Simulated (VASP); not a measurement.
Wanted: the native input for a VASP 6.6.1 run.

```yaml
Task: single point
Functional: PBEsol
Potentials_or_basis: VASP PAW PBE potentials, release 64 (C)
Cutoff: 520 eV
k_mesh: 14 × 14 × 14
Occupations: gaussian, width 0.05 eV
Spin: no spin polarisation
Dipole_correction: no
Further_INCAR_settings: ALGO = Normal; EDIFF = 1e-07; NBANDS = 11
```

The structure of C lies in POSCAR:

```
C
1.0
    0.0000000000      2.0015836334      3.7807063496
    1.1555922435      0.0000000000      3.7807063496
    1.1555922435      2.0015836334      0.0000000000
C
2
Direct
    0.1666700000      0.8333300000      0.1666700000
    0.8333300000      0.1666700000      0.8333300000
```

This cell differs from its parent crystal: ratio of the length along z to the lengths across it x 1.2, volume and fractional coordinates fixed.

These files were run (other wordings do the same):

INCAR

```
PREC = Accurate
ENCUT = 520
EDIFF = 1E-7
ISMEAR = 0
SIGMA = 0.05
LREAL = False
LASPH = True
NELM = 100
ALGO = Normal
ISIF = 2
LWAVE = False
LCHARG = True
GGA = PS
LELF = True
LVHAR = True
NBANDS = 11
```

KPOINTS

```
Automatic mesh
0
Gamma
  14 14 14
```

Potentials or basis: VASP PAW PBE potentials, release 64 (C).

Launch:

```console
$ cat potpaw_PBE.64/C/POTCAR > POTCAR
$ mpirun -np 1 vasp_std > vasp.out
```

Results of the run:

```
Pressure               : 60.8 GPa
Largest force          : 0.005 eV/Å
Band gap on the k mesh : 1.02 eV, indirect (least direct gap 1.13 eV)
```

Caveat: the PAW data sets were made with another functional, which shifts forces and pressure a little.

It took 67 s on 1 thread of AMD EPYC 9R45 96-Core Processor (Zen 5), with other jobs on the host, peak memory 0.16 GiB.
